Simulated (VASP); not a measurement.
# Ir (Fm-3m) in VASP: notebook

The runs below take Ir through single point, relaxation of cell and atoms, with PBEsol.

All numbers are computed with VASP 6.6.1; they aren't measurements. Logs are shortened: lines on timing, memory, paths and dates and some standing lists are left out, and cuts for length are marked.

## 1. The cell of the first run

The structure is cubic, space group Fm-3m (No. 225). Conventional cell: a = 3.831 Å, b = 3.831 Å, c = 3.831 Å, α = 90.00°, β = 90.00°, γ = 90.00°. Ir (site symmetry m-3m) has 12 Ir at 2.71 Å within 3.6 Å.

## 2. Single point, PBEsol

Contents of INCAR:

```
PREC = Accurate
ENCUT = 520
EDIFF = 1E-7
ISMEAR = -1
SIGMA = 0.1
LREAL = False
LASPH = True
NELM = 60
ALGO = Normal
ISIF = 2
LWAVE = False
LCHARG = True
GGA = PS
LELF = True
LVHAR = True
NBANDS = 10
```

Contents of KPOINTS:

```
Automatic mesh
0
Gamma
  20 20 20
```

Contents of POSCAR:

```
Ir
1.0
    0.0000000000      1.9153996284      1.9153996284
    1.9153996284      0.0000000000      1.9153996284
    1.9153996284      1.9153996284      0.0000000000
Ir
1
Direct
    0.0000000000      0.0000000000      0.0000000000
```

Potentials or basis: VASP PAW PBE potentials, release 64 (Ir).

Started as:

```bash
$ cat potpaw_PBE.64/Ir/POTCAR > POTCAR
$ mpirun -np 1 vasp_std > vasp.out
```

OUTCAR:

```text
PREC = Accurate
   ENCUT = 520
   EDIFF = 1E-7
   ISMEAR = -1
   LREAL = False
   LASPH = True
   NELM = 60
   ISIF = 2
   GGA = PS

 ion  position               nearest neighbor table
   1  0.000  0.000  0.000-

  LATTYP: Found a face centered cubic cell.
 ALAT       =     3.8307992568

  Lattice vectors:

 A1 = (   0.0000000000,   1.9153996284,   1.9153996284)
 A2 = (   1.9153996284,   0.0000000000,   1.9153996284)
 A3 = (   1.9153996284,   1.9153996284,   0.0000000000)

Analysis of symmetry for initial positions (statically):
=====================================================================
 Subroutine PRICEL returns:
 Original cell was already a primitive cell.

 Routine SETGRP: Setting up the symmetry group for a
 face centered cubic supercell.

 Subroutine GETGRP returns: Found 48 space group operations
 (whereof 48 operations were pure point group operations)
 out of a pool of 48 trial point group operations.

The static configuration has the point symmetry O_h .

Analysis of symmetry for dynamics (positions and initial velocities):
=====================================================================
 Subroutine PRICEL returns:
 Original cell was already a primitive cell.

 Routine SETGRP: Setting up the symmetry group for a
 face centered cubic supercell.

 Subroutine GETGRP returns: Found 48 space group operations
 (whereof 48 operations were pure point group operations)
 out of a pool of 48 trial point group operations.

The dynamic configuration has the point symmetry O_h .

 Subroutine INISYM returns: Found 48 space group operations
 (whereof 48 operations are pure point group operations),
 and found     1 'primitive' translations

----------------------------------------------------------------------------------------

                                     Primitive cell

  volume of cell :      14.0543

  direct lattice vectors                    reciprocal lattice vectors
     0.000000000  1.915399628  1.915399628    -0.261042131  0.261042131  0.261042131
     1.915399628  0.000000000  1.915399628     0.261042131 -0.261042131  0.261042131
     1.915399628  1.915399628  0.000000000     0.261042131  0.261042131 -0.261042131

  length of vectors
     2.708784132  2.708784132  2.708784132     0.452138233  0.452138233  0.452138233

  position of ions in fractional coordinates (direct lattice)
     0.000000000  0.000000000  0.000000000

  ion indices of the primitive-cell ions
   primitive index   ion index
                 1           1

----------------------------------------------------------------------------------------

 KPOINTS: Automatic mesh

Automatic generation of k-mesh.
 Grid dimensions read from file:
 generate k-points for:   20   20   20

 Generating k-lattice:

  Cartesian coordinates                     Fractional coordinates (reciprocal lattice)
    -0.013052107  0.013052107  0.013052107     0.050000000  0.000000000  0.000000000
     0.013052107 -0.013052107  0.013052107     0.000000000  0.050000000  0.000000000
     0.013052107  0.013052107 -0.013052107     0.000000000  0.000000000  0.050000000

  Length of vectors
     0.022606912  0.022606912  0.022606912

  Shift w.r.t. Gamma in fractional coordinates (k-lattice)
     0.000000000  0.000000000  0.000000000

 Subroutine IBZKPT returns following result:
 ===========================================

 Found    256 irreducible k-points:

 Following reciprocal coordinates:
            Coordinates               Weight
  0.000000  0.000000  0.000000      1.000000
  0.050000  0.000000  0.000000      8.000000
  0.100000  0.000000  0.000000      8.000000
  0.150000  0.000000  0.000000      8.000000
  0.200000  0.000000  0.000000      8.000000
  0.250000  0.000000  0.000000      8.000000
[... 16 lines left out ...]
 -0.400000  0.050000  0.000000     24.000000
 -0.350000  0.050000  0.000000     24.000000
 [... further k-points ...]
   k-points           NKPTS =    256   k-points in BZ     NKDIM =    256   number of bands    NBANDS=     10
   number of dos      NEDOS =    301   number of ions     NIONS =      1
   total plane-waves  NPLWV =   8000
   dimension x,y,z NGX =    20 NGY =   20 NGZ =   20
   dimension x,y,z NGXF=    40 NGYF=   40 NGZF=   40
   ions per type =               1
   NGX,Y,Z   is equivalent  to a cutoff of  12.27, 12.27, 12.27 a.u.
   NGXF,Y,Z  is equivalent  to a cutoff of  24.55, 24.55, 24.55 a.u.
 SYSTEM =  unknown system
   PREC   = accura    normal or accurate (medium, high low for compatibility)
   ISTART =      0    job   : 0-new  1-cont  2-samecut
   ICHARG =      2    charge: 1-file 2-atom 10-const
   ISPIN  =      1    spin polarized calculation?
   LNONCOLLINEAR =      F non collinear calculations
   LSORBIT =      F    spin-orbit coupling
   LASPH  =      T    aspherical Exc in radial PAW
   ENCUT  =  520.0 eV  38.22 Ry    6.18 a.u.   5.04  5.04  5.04*2*pi/ulx,y,z
   NELM   =     60;   NELMIN=  2; NELMDL= -5     # of ELM steps
   EDIFF  = 0.1E-06   stopping-criterion for ELM
   LREAL  =      F    real-space projection
   EDIFFG = 0.1E-05   stopping-criterion for IOM
   NSW    =      0    number of steps for IOM
   IBRION =     -1    ionic relax: 0-MD 1-quasi-New 2-CG
   NFREE  =      0    steps in history (QN), initial steepest desc. (CG)
   ISIF   =      2    stress and relaxation
   ISYM   =      2    0-nonsym 1-usesym 2-fastsym
   POTIM  = 0.5000    time-step for ionic-motion
   TEBEG  =    0.0;   TEEND  =   0.0 temperature during run
   PSTRESS=    0.0 pullay stress
   NELECT =       9.0000    total number of electrons
   NUPDOWN=      -1.0000    fix difference up-down
   EMIN   =  10.00;   EMAX   =-10.00  energy-range for DOS
   EFERMI =   0.00;   METHOD = LEGACY
   ISMEAR =    -1;   SIGMA  =   0.10  broadening in eV -4-tet -1-fermi 0-gaus
   EFERMI_NEDOS =   21; number of points for ismear=-14 and -15
   IALGO  =     38    algorithm
   IMIX   =      4    mixing-type and parameters
     AMIX     =   0.40;   BMIX     =  1.00
     AMIX_MAG =   1.60;   BMIX_MAG =  1.00
  volume/ion in A,a.u.               =      14.05        94.84
  Fermi-wavevector in a.u.,A,eV,Ry     =   1.411084  2.666563 27.091359  1.991159
  Thomas-Fermi vector in A             =   2.532972
   LORBIT       =      0    0 simple, 1 ext, 2 COOP (PROOUT), +10 PAW based schemes
   GGA     = PS    functional components
   LHFCALC =     F    Hartree Fock is set to
   AEXX    =    0.0000 exact exchange contribution
   IVDW    =     0    specifies the selected vdW correction
   LEPSILON=     F    determine dielectric tensor
   LRPA    =     F    only Hartree local field effects (RPA)
 non-spin polarized calculation
  energy-cutoff  :      520.00
  volume of cell :       14.05
 maximum number of plane-waves:       388
   NGX =  9   NGY =  9   NGZ =  9

 number of electron       9.0000000 magnetization

 Free energy of the ion-electron system (eV)
  ---------------------------------------------------
  ext. energy  EPLUGINS =         0.00000000
  ---------------------------------------------------
  free energy    TOTEN  =        -9.83613216 eV

  energy without entropy =       -9.80919247  energy(sigma->0) =       -9.82266231

 E-fermi :  10.3237     XC(G=0): -14.1407

 val. band max:       10.3209652408   @ k =   0.3000   0.2000   0.0000
 cond. band min:      10.3284892465   @ k =  -0.4000   0.4500   0.0500
 fundamental gap:      0.0075240058
 Fermi energy:        10.3237068354

 k-point     1 :       0.0000    0.0000    0.0000
  band No.  band energies     occupation
      1      -0.9010      2.00000
      2       6.4173      2.00000
      3       6.4173      2.00000
      4       6.4173      2.00000
      5       9.1603      1.99998
      6       9.1603      1.99998
      7      24.6681      0.00000
      8      30.2796      0.00000
      9      30.2796      0.00000
     10      30.2796      0.00000

 k-point     2 :       0.0500    0.0000    0.0000
  band No.  band energies     occupation
      1      -0.7885      2.00000
      2       6.3559      2.00000
      3       6.4668      2.00000
      4       6.4668      2.00000
      5       9.1275      1.99999
      6       9.1275      1.99999
      7      24.8646      0.00000
      8      29.6519      0.00000
      9      30.4654      0.00000
     10      30.4654      0.00000

 k-point     3 :       0.1000    0.0000    0.0000
  band No.  band energies     occupation
      1      -0.4602      2.00000
      2       6.1934      2.00000
      3       6.6005      2.00000
      4       6.6005      2.00000
      5       9.0503      1.99999
      6       9.0503      1.99999
      7      25.4146      0.00000
      8      28.3694      0.00000
      9      31.0089      0.00000
     10      31.0089      0.00000

 k-point     4 :       0.1500    0.0000    0.0000
  band No.  band energies     occupation
      1       0.0527      2.00000
      2       5.9908      2.00000
      3       6.7681      2.00000
      4       6.7681      2.00000
      5       8.9945      2.00000
      6       8.9945      2.00000
      7      26.1567      0.00000
      8      27.0061      0.00000
      9      31.8687      0.00000
     10      31.8687      0.00000
[... 222 lines left out ...]
 k-point    22 :      -0.4500    0.0500    0.0000
  band No.  band energies     occupation
      1       2.2456      2.00000
      2       6.2498      2.00000
      3       6.4043      2.00000
      4       8.9244      2.00000
      5      11.1129      0.00075
      6      11.7758      0.00000
      7      17.8644      0.00000
      8      24.4523      0.00000
      9      29.8796      0.00000
     10      30.4290      0.00000

 k-point    23 :      -0.4000    0.0500    0.0000
  band No.  band energies     occupation
      1       2.2497      2.00000
      2       6.3414      2.00000
      3       6.4709      2.00000
      4       8.2036      2.00000
      5      10.7216      0.03674
      6      11.4597      0.00002
      7      19.0137      0.00000
      8      24.7878      0.00000
      9      30.2318      0.00000
     10      31.3289      0.00000

 k-point    24 :      -0.3500    0.0500    0.0000
  band No.  band energies     occupation
      1       2.2075      2.00000
      2       6.4847      2.00000
      3       6.5966      2.00000
      4       7.2316      2.00000
      5      10.1885      1.58903
      6      10.9819      0.00277
      7      20.6010      0.00000
      8      25.4228      0.00000
      9      31.0137      0.00000
     10      32.6859      0.00000

 [... further k-points ...]
[... 5 lines left out ...]
  --------------------------------------------------------------------------------------
  -------------------------------------------------------------------------------------
  Total        0.0865195      0.0865195      0.0865195      0.0000000      0.0000000      0.0000000
  in kB        9.8631674      9.8631674      9.8631674      0.0000000      0.0000000      0.0000000
  external PRESSURE =       9.8631674 kB  Pullay stress =       0.0000000 kB

 VOLUME and BASIS-vectors are now :
 -----------------------------------------------------------------------------
  energy-cutoff  :      520.00
  volume of cell :       14.05
      direct lattice vectors                 reciprocal lattice vectors
     0.000000000  1.915399628  1.915399628    -0.261042131  0.261042131  0.261042131
     1.915399628  0.000000000  1.915399628     0.261042131 -0.261042131  0.261042131
     1.915399628  1.915399628  0.000000000     0.261042131  0.261042131 -0.261042131

 POSITION                                       TOTAL-FORCE (eV/Angst)
 -----------------------------------------------------------------------------------
      0.00000      0.00000      0.00000         0.000000      0.000000     -0.000000
 -----------------------------------------------------------------------------------
    total drift:                                0.000000      0.000000     -0.000000

  FREE ENERGIE OF THE ION-ELECTRON SYSTEM (eV)
  ---------------------------------------------------
  free  energy   TOTEN  =        -9.8361321551 eV

  energy  without entropy=       -9.8091924672  energy(sigma->0) =       -9.82266231
```

Run time: 27 s. Hardware: 1 thread of Intel Xeon Platinum 8488C (Sapphire Rapids), shared host; peak memory 0.15 GiB.

Results:

- Free energy: -9.8361 eV
- Pressure: 1.0 GPa

Levels at points of the mesh, in eV from the Fermi level:
| k point | band 1 | band 2 | band 3 | band 4 | band 5 | band 6 | band 7 | band 8 |
| --- | --- | --- | --- | --- | --- | --- | --- | --- |
| (0.00, 0.00, 0.00) | -11.22 | -3.91 | -3.91 | -3.91 | -1.16 | -1.16 | 14.34 | 19.96 |
| (0.50, 0.00, 0.00) | -8.18 | -4.01 | -4.01 | -0.80 | 0.95 | 0.95 | 7.33 | 13.87 |
| (0.50, 0.50, 0.00) | -7.98 | -7.40 | 0.93 | 1.53 | 1.53 | 1.68 | 10.59 | 11.73 |

Caveat: the PAW data sets were made with another functional, which shifts forces and pressure a little; spin-orbit coupling is left out, which moves the levels of the heavy elements.

[end of part 1 of 2]
